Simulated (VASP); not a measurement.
# TaN (rocksalt type) (Fm-3m) in VASP: a series of runs

Runs on TaN (rocksalt type). Level: r2SCAN. Tasks: single point.

Everything below comes from runs of VASP 6.6.1. Logs are shortened: lines on timing, memory, paths and dates and some standing lists are left out, and cuts for length are marked.

### 1 The cell of the first run

The structure is cubic, space group Fm-3m (No. 225). The conventional cell has a = 4.047 Å, b = 4.047 Å, c = 4.047 Å, α = 90.00°, β = 90.00°, γ = 90.00°. Ta (site symmetry m-3m) has 6 N at 2.02 Å within 2.7 Å. N (site symmetry m-3m) has 6 Ta at 2.02 Å within 2.7 Å.

### 2 Single point, r2SCAN (volume scaled by 0.78)

Input file POSCAR:

```
TaN
1.0
    0.0000000000      2.0233176238      2.0233176238
    2.0233176238      0.0000000000      2.0233176238
    2.0233176238      2.0233176238      0.0000000000
Ta N
1 1
Direct
    0.0000000000      0.0000000000      0.0000000000
    0.5000000000      0.5000000000      0.5000000000
```

Input file INCAR.step1:

```
ALGO = Normal
EDIFF = 1E-4
ENCUT = 520
GGA = PE
ISMEAR = -1
LASPH = T
LCHARG = F
LREAL = F
LWAVE = T
NBANDS = 15
NELM = 100
PREC = Accurate
SIGMA = 0.05
```

Input file INCAR.step2:

```
ALGO = Normal
EDIFF = 1E-6
ENCUT = 520
ISIF = 2
ISMEAR = -1
ISTART = 1
LASPH = T
LCHARG = T
LELF = T
LMIXTAU = T
LREAL = F
LVHAR = T
LWAVE = F
METAGGA = R2SCAN
NBANDS = 15
NELM = 100
PREC = Accurate
SIGMA = 0.05
```

Input file KPOINTS:

```
k-points
0
Gamma
  15 15 15
```

Potentials or basis: VASP PAW PBE potentials, release 64 (Ta_pv, N).

Launch:

```
$ cat potpaw_PBE.64/Ta_pv/POTCAR potpaw_PBE.64/N/POTCAR > POTCAR
$ cp INCAR.step1 INCAR
$ mpirun -np 1 vasp_std > vasp.out
$ cp INCAR.step2 INCAR
$ mpirun -np 1 vasp_std > vasp.out
```

OUTCAR:

```text
EDIFF = 1E-6
   ENCUT = 520
   ISIF = 2
   ISMEAR = -1
   ISTART = 1
   LASPH = T
   LREAL = F
   METAGGA = R2SCAN
   NELM = 100
   PREC = Accurate

 ion  position               nearest neighbor table
   1  0.000  0.000  0.000-   2 2.02   2 2.02   2 2.02   2 2.02   2 2.02   2 2.02
   2  0.500  0.500  0.500-   1 2.02   1 2.02   1 2.02   1 2.02   1 2.02   1 2.02

  LATTYP: Found a face centered cubic cell.
 ALAT       =     4.0466352476

  Lattice vectors:

 A1 = (   0.0000000000,   2.0233176238,   2.0233176238)
 A2 = (   2.0233176238,   0.0000000000,   2.0233176238)
 A3 = (   2.0233176238,   2.0233176238,   0.0000000000)

Analysis of symmetry for initial positions (statically):
=====================================================================
 Subroutine PRICEL returns:
 Original cell was already a primitive cell.

 Routine SETGRP: Setting up the symmetry group for a
 face centered cubic supercell.

 Subroutine GETGRP returns: Found 48 space group operations
 (whereof 48 operations were pure point group operations)
 out of a pool of 48 trial point group operations.

The static configuration has the point symmetry O_h .

Analysis of symmetry for dynamics (positions and initial velocities):
=====================================================================
 Subroutine PRICEL returns:
 Original cell was already a primitive cell.

 Routine SETGRP: Setting up the symmetry group for a
 face centered cubic supercell.

 Subroutine GETGRP returns: Found 48 space group operations
 (whereof 48 operations were pure point group operations)
 out of a pool of 48 trial point group operations.

The dynamic configuration has the point symmetry O_h .

 Subroutine INISYM returns: Found 48 space group operations
 (whereof 48 operations are pure point group operations),
 and found     1 'primitive' translations

----------------------------------------------------------------------------------------

                                     Primitive cell

  volume of cell :      16.5662

  direct lattice vectors                    reciprocal lattice vectors
     0.000000000  2.023317624  2.023317624    -0.247118887  0.247118887  0.247118887
     2.023317624  0.000000000  2.023317624     0.247118887 -0.247118887  0.247118887
     2.023317624  2.023317624  0.000000000     0.247118887  0.247118887 -0.247118887

  length of vectors
     2.861403225  2.861403225  2.861403225     0.428022468  0.428022468  0.428022468

  position of ions in fractional coordinates (direct lattice)
     0.000000000  0.000000000  0.000000000
     0.500000000  0.500000000  0.500000000

  ion indices of the primitive-cell ions
   primitive index   ion index
                 1           1
                 2           2

----------------------------------------------------------------------------------------

 KPOINTS: k-points

Automatic generation of k-mesh.
 Grid dimensions read from file:
 generate k-points for:   15   15   15

 Generating k-lattice:

  Cartesian coordinates                     Fractional coordinates (reciprocal lattice)
    -0.016474592  0.016474592  0.016474592     0.066666667  0.000000000  0.000000000
     0.016474592 -0.016474592  0.016474592     0.000000000  0.066666667  0.000000000
     0.016474592  0.016474592 -0.016474592     0.000000000  0.000000000  0.066666667

  Length of vectors
     0.028534831  0.028534831  0.028534831

  Shift w.r.t. Gamma in fractional coordinates (k-lattice)
     0.000000000  0.000000000  0.000000000

 Subroutine IBZKPT returns following result:
 ===========================================

 Found    120 irreducible k-points:

 Following reciprocal coordinates:
            Coordinates               Weight
  0.000000  0.000000  0.000000      1.000000
  0.066667  0.000000  0.000000      8.000000
  0.133333  0.000000  0.000000      8.000000
  0.200000  0.000000  0.000000      8.000000
  0.266667  0.000000  0.000000      8.000000
  0.333333  0.000000  0.000000      8.000000
[... 16 lines left out ...]
  0.133333  0.133333  0.000000      6.000000
  0.200000  0.133333  0.000000     24.000000
 [... further k-points ...]
   k-points           NKPTS =    120   k-points in BZ     NKDIM =    120   number of bands    NBANDS=     15
   number of dos      NEDOS =    301   number of ions     NIONS =      2
   total plane-waves  NPLWV =  13824
   dimension x,y,z NGX =    24 NGY =   24 NGZ =   24
   dimension x,y,z NGXF=    48 NGYF=   48 NGZF=   48
   ions per type =               1   1
   NGX,Y,Z   is equivalent  to a cutoff of  13.94, 13.94, 13.94 a.u.
   NGXF,Y,Z  is equivalent  to a cutoff of  27.89, 27.89, 27.89 a.u.
 SYSTEM =  unknown system
   PREC   = accura    normal or accurate (medium, high low for compatibility)
   ISTART =      1    job   : 0-new  1-cont  2-samecut
   ICHARG =      0    charge: 1-file 2-atom 10-const
   ISPIN  =      1    spin polarized calculation?
   LNONCOLLINEAR =      F non collinear calculations
   LSORBIT =      F    spin-orbit coupling
   LASPH  =      T    aspherical Exc in radial PAW
   ENCUT  =  520.0 eV  38.22 Ry    6.18 a.u.   5.32  5.32  5.32*2*pi/ulx,y,z
   NELM   =    100;   NELMIN=  2; NELMDL=  0     # of ELM steps
   EDIFF  = 0.1E-05   stopping-criterion for ELM
   LREAL  =      F    real-space projection
   EDIFFG = 0.1E-04   stopping-criterion for IOM
   NSW    =      0    number of steps for IOM
   IBRION =     -1    ionic relax: 0-MD 1-quasi-New 2-CG
   NFREE  =      0    steps in history (QN), initial steepest desc. (CG)
   ISIF   =      2    stress and relaxation
   ISYM   =      2    0-nonsym 1-usesym 2-fastsym
   POTIM  = 0.5000    time-step for ionic-motion
   TEBEG  =    0.0;   TEEND  =   0.0 temperature during run
   PSTRESS=    0.0 pullay stress
   NELECT =      16.0000    total number of electrons
   NUPDOWN=      -1.0000    fix difference up-down
   EMIN   =  10.00;   EMAX   =-10.00  energy-range for DOS
   EFERMI =   0.00;   METHOD = LEGACY
   ISMEAR =    -1;   SIGMA  =   0.05  broadening in eV -4-tet -1-fermi 0-gaus
   EFERMI_NEDOS =   21; number of points for ismear=-14 and -15
   IALGO  =     38    algorithm
   IMIX   =      4    mixing-type and parameters
     AMIX     =   0.40;   BMIX     =  1.00
     AMIX_MAG =   1.60;   BMIX_MAG =  1.00
  volume/ion in A,a.u.               =       8.28        55.90
  Fermi-wavevector in a.u.,A,eV,Ry     =   1.618232  3.058015 35.629230  2.618675
  Thomas-Fermi vector in A             =   2.712528
   LORBIT       =      0    0 simple, 1 ext, 2 COOP (PROOUT), +10 PAW based schemes
   METAGGA = R2SCAN    functional components
   LHFCALC =     F    Hartree Fock is set to
   AEXX    =    0.0000 exact exchange contribution
   IVDW    =     0    specifies the selected vdW correction
   LEPSILON=     F    determine dielectric tensor
   LRPA    =     F    only Hartree local field effects (RPA)
 non-spin polarized calculation
  energy-cutoff  :      520.00
  volume of cell :       16.57
 maximum number of plane-waves:       459
 NGX is ok and might be reduce to    24
   NGX = 11   NGY = 11   NGZ = 11

 number of electron      16.0000000 magnetization

 Free energy of the ion-electron system (eV)
  ---------------------------------------------------
  ext. energy  EPLUGINS =         0.00000000
  ---------------------------------------------------
  free energy    TOTEN  =       -57.78020274 eV

  energy without entropy =      -57.77688404  energy(sigma->0) =      -57.77854339

 E-fermi :  12.6534     XC(G=0): -16.1250

 val. band max:       12.6482439891   @ k =   0.2667   0.0667   0.0000
 cond. band min:      12.7198088063   @ k =   0.2000   0.1333   0.0000
 fundamental gap:      0.0715648172
 Fermi energy:        12.6534245378

 k-point     1 :       0.0000    0.0000    0.0000
  band No.  band energies     occupation
      1     -23.9839      2.00000
      2     -23.9839      2.00000
      3     -23.9839      2.00000
      4      -9.4743      2.00000
      5       7.7742      2.00000
      6       7.7742      2.00000
      7       7.7742      2.00000
      8       9.6476      2.00000
      9       9.6476      2.00000
     10       9.6476      2.00000
     11      12.7975      0.10614
     12      12.7975      0.10614
     13      17.0102      0.00000
     14      22.7054      0.00000
     15      23.0587      0.00000

 k-point     2 :       0.0667    0.0000    0.0000
  band No.  band energies     occupation
      1     -24.0954      2.00000
      2     -23.9915      2.00000
      3     -23.9915      2.00000
      4      -9.2858      2.00000
      5       7.0671      2.00000
      6       7.2208      2.00000
      7       7.2208      2.00000
      8       9.8997      2.00000
      9       9.8997      2.00000
     10      10.0332      2.00000
     11      13.4389      0.00000
     12      13.4389      0.00000
     13      17.3290      0.00000
     14      23.0587      0.00000
     15      23.1779      0.00000

 k-point     3 :       0.1333    0.0000    0.0000
  band No.  band energies     occupation
      1     -24.3989      2.00000
      2     -24.0128      2.00000
      3     -24.0128      2.00000
      4      -8.7564      2.00000
      5       5.7070      2.00000
      6       6.1457      2.00000
      7       6.1457      2.00000
      8      10.4700      2.00000
      9      10.4700      2.00000
     10      10.5938      2.00000
     11      14.9447      0.00000
     12      14.9447      0.00000
     13      18.1572      0.00000
     14      23.0586      0.00000
     15      24.4894      0.00000

 k-point     4 :       0.2000    0.0000    0.0000
  band No.  band energies     occupation
      1     -24.8183      2.00000
      2     -24.0439      2.00000
      3     -24.0439      2.00000
      4      -7.9758      2.00000
      5       4.2171      2.00000
      6       5.0519      2.00000
      7       5.0519      2.00000
      8      11.1611      2.00000
      9      11.2953      2.00000
     10      11.2953      2.00000
     11      16.8131      0.00000
     12      16.8131      0.00000
     13      19.1903      0.00000
     14      23.0587      0.00000
     15      26.3170      0.00000
[... 307 lines left out ...]
 k-point    22 :      -0.0667    0.0667    0.0000
  band No.  band energies     occupation
      1     -24.2464      2.00000
      2     -24.0462      2.00000
      3     -23.9849      2.00000
      4      -8.9884      2.00000
      5       6.1189      2.00000
      6       6.3657      2.00000
      7       6.9285      2.00000
      8       9.9192      2.00000
      9      10.2783      2.00000
     10      10.7760      2.00000
     11      13.5941      0.00000
     12      14.8391      0.00000
     13      17.8632      0.00000
     14      23.0587      0.00000
     15      23.9246      0.00000

 k-point    23 :       0.1333    0.1333    0.0000
  band No.  band energies     occupation
      1     -24.3727      2.00000
      2     -24.1008      2.00000
      3     -24.1008      2.00000
      4      -8.5943      2.00000
      5       4.3723      2.00000
      6       6.8427      2.00000
      7       6.8427      2.00000
      8       8.5233      2.00000
      9      11.9098      2.00000
     10      11.9098      2.00000
     11      13.2043      0.00003
     12      15.6548      0.00000
     13      19.2942      0.00000
     14      23.0587      0.00000
     15      25.0219      0.00000

 k-point    24 :       0.2000    0.1333    0.0000
  band No.  band energies     occupation
      1     -24.6406      2.00000
      2     -24.1562      2.00000
      3     -24.1329      2.00000
      4      -8.1128      2.00000
      5       3.4369      2.00000
      6       6.1574      2.00000
      7       6.3718      2.00000
      8       8.5351      2.00000
      9      12.5907      1.55597
     10      12.7198      0.41908
     11      14.1186      0.00000
     12      16.5314      0.00000
     13      20.5748      0.00000
     14      23.0587      0.00000
     15      26.3884      0.00000

 [... further k-points ...]

------------------------ aborting loop because EDIFF is reached ----------------------------------------

  FORCE on cell =-STRESS in cart. coord.  units (eV):
  Direction    XX          YY          ZZ          XY          YZ          ZX
  --------------------------------------------------------------------------------------
  -------------------------------------------------------------------------------------
  Total       16.0319535     16.0319535     16.0319535      0.0000000     -0.0000000      0.0000000
  in kB     1550.5109490   1550.5109490   1550.5109490      0.0000000     -0.0000000      0.0000000
  external PRESSURE =    1550.5109490 kB  Pullay stress =       0.0000000 kB

 VOLUME and BASIS-vectors are now :
 -----------------------------------------------------------------------------
  energy-cutoff  :      520.00
  volume of cell :       16.57
      direct lattice vectors                 reciprocal lattice vectors
     0.000000000  2.023317624  2.023317624    -0.247118887  0.247118887  0.247118887
     2.023317624  0.000000000  2.023317624     0.247118887 -0.247118887  0.247118887
     2.023317624  2.023317624  0.000000000     0.247118887  0.247118887 -0.247118887

 POSITION                                       TOTAL-FORCE (eV/Angst)
 -----------------------------------------------------------------------------------
      0.00000      0.00000      0.00000         0.000000      0.000000     -0.000000
      2.02332      2.02332      2.02332         0.000000      0.000000      0.000000
 -----------------------------------------------------------------------------------
    total drift:                                0.000000     -0.000000     -0.000000

  FREE ENERGIE OF THE ION-ELECTRON SYSTEM (eV)
  ---------------------------------------------------
  free  energy   TOTEN  =       -57.7802027384 eV

  energy  without entropy=      -57.7768840425  energy(sigma->0) =      -57.77854339
```

Run time: 59 s. Hardware: 1 thread of Intel Xeon 6975P-C, shared host; peak memory 0.17 GiB.

Results:

- Free energy: -57.7802 eV
- Pressure: 155.1 GPa
- Band gap on the k mesh: zero (band 8 reaches 15.37 eV, above the bottom of band 9 at 9.65 eV)

Caveat: the PAW data sets were made with another functional, which shifts forces and pressure a little; spin-orbit coupling is left out, which moves the levels of the heavy elements.

(Part 1 of 2 ends here.)
